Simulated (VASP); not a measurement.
Runs of VASP 6.6.1 on SrCl2. The structure is cubic, space group Fm-3m (No. 225). Conventional cell: a = 6.995 Å, b = 6.995 Å, c = 6.995 Å, α = 90.00°, β = 90.00°, γ = 90.00°. Within 4.0 Å of Sr (site symmetry m-3m) lie 8 Cl at 3.03 Å. Cl (site symmetry -43m) has 4 Sr at 3.03 Å and 6 Cl at 3.50 Å within 4.0 Å. 

```csv
level,potentials or basis,spin,k mesh,cutoff (eV),gap on the mesh (eV),pressure (GPa)
PBE,"VASP PAW PBE potentials, release 64 (Sr_sv, Cl)","non-collinear, zero start, SOC",4 × 4 × 4,520,-,0.8
PBE,"VASP PAW PBE potentials, release 64 (Sr_sv, Cl)",off,6 × 6 × 6,520,5.31,0.8
LDA,"VASP PAW LDA potentials, release 64 (Sr_sv, Cl)",off,6 × 6 × 6,520,4.86,-3.0
PBEsol,"VASP PAW PBE potentials, release 64 (Sr_sv, Cl)",off,8 × 8 × 8,520,5.10,-1.2
LDA,"VASP PAW LDA potentials, release 64 (Sr_sv, Cl)",off,4 × 4 × 4,500,4.86,-3.0
r2SCAN,"VASP PAW PBE potentials, release 64 (Sr_sv, Cl)",off,6 × 6 × 6,520,(a),(b)
```

Alike in all rows: task single point; cell as given; smearing gaussian 0.01 eV.

**Question.** Estimate the missing entries.

**Answer.** (a) 5.94; (b) 0.0.

Caveats: some runs use coarse meshes; the PAW data sets were made with another functional, which shifts forces and pressure a little (some runs).

A k mesh can miss the band edges, and rows without SOC leave out spin-orbit coupling on Sr.
